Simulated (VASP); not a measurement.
Sc4SiS2:

```xyz
7
Lattice="-0.0542 -0.0697 3.6843 3.5415 -5.0461 0.0445 3.7700 5.2065 -0.1511" Properties=species:S:1:pos:R:3 pbc="T T T"
Sc    3.6204   -2.2374    4.0089
Sc    2.1042    0.0126    1.8328
Sc    5.3776   -0.0465    1.8681
Sc    3.6857    2.7974   -0.2553
Si   -0.0801   -0.2853   -0.0022
S     5.4672    2.6979    1.7205
S     5.2528   -2.5863    1.5069
```

```yaml
Program: VASP 6.6.1
Task: relaxation of cell and atoms
Functional: PBE
Potentials_or_basis: VASP PAW PBE potentials, release 64 (Sc_sv, Si, S)
Cutoff: 600 eV
k_mesh: 6 × 4 × 4
Occupations: gaussian, width 0.2 eV
Spin: no spin polarisation
```

At the start: pressure 11.8 GPa; volume 19.71 Å³/atom.

How do energy, volume and symmetry change on relaxing?

Over 22 steps the energy falls by 579.7 meV/atom and the volume is 20.37 Å³/atom (+3.4 %); space group P1 (No. 1, to 0.1 Å) before, Cmmm (No. 65, to 0.1 Å).

Step by step:
```tsv
step	energy change (eV)	largest force (eV/Å)	pressure (GPa)	volume (Å³)
1	0.0000	8.6361	11.80	137.95
2	-2.0134	1.4570	-8.72	168.26
3	-2.8806	1.6280	-4.63	152.92
4	-2.8824	1.6355	-4.48	152.61
5	-2.8829	1.6499	-4.23	152.13
6	-3.4304	1.5938	-0.37	142.55
7	-3.5644	1.4687	4.10	135.28
8	-3.8673	0.7806	2.77	136.97
9	-3.8962	0.8848	2.57	137.65
10	-3.9929	0.4104	-1.02	143.48
11	-3.9929	0.4076	-1.04	143.52
12	-4.0252	0.3074	-0.19	142.41
13	-4.0303	0.2600	0.34	141.78
14	-4.0412	0.2098	0.11	142.33
15	-4.0462	0.1638	-0.16	143.03
16	-4.0535	0.0878	-0.06	142.91
17	-4.0544	0.1129	0.00	142.85
18	-4.0568	0.0562	-0.05	142.81
19	-4.0575	0.0385	-0.09	142.77
20	-4.0580	0.0340	0.11	142.35
21	-4.0580	0.0311	0.08	142.43
22	-4.0582	0.0196	-0.05	142.60
```

Final structure:
```cif
data_structure
_symmetry_space_group_name_H-M 'P 1'
_symmetry_Int_Tables_number 1
_cell_length_a 3.7309
_cell_length_b 6.3746
_cell_length_c 6.3761
_cell_angle_alpha 109.881
_cell_angle_beta 90.018
_cell_angle_gamma 90.000
_cell_volume 142.60
loop_
_atom_site_label
_atom_site_type_symbol
_atom_site_fract_x
_atom_site_fract_y
_atom_site_fract_z
_atom_site_occupancy
Sc1 Sc 0.00031 0.75135 0.24879 1
Sc2 Sc 0.49952 0.25390 0.25367 1
Sc3 Sc 0.49971 0.74634 0.74608 1
Sc4 Sc 0.00038 0.24826 0.75169 1
Si1 Si 0.99965 0.99989 0.00018 1
S1 S 0.50026 0.50005 0.99973 1
S2 S 0.50016 0.00023 0.49986 1
```
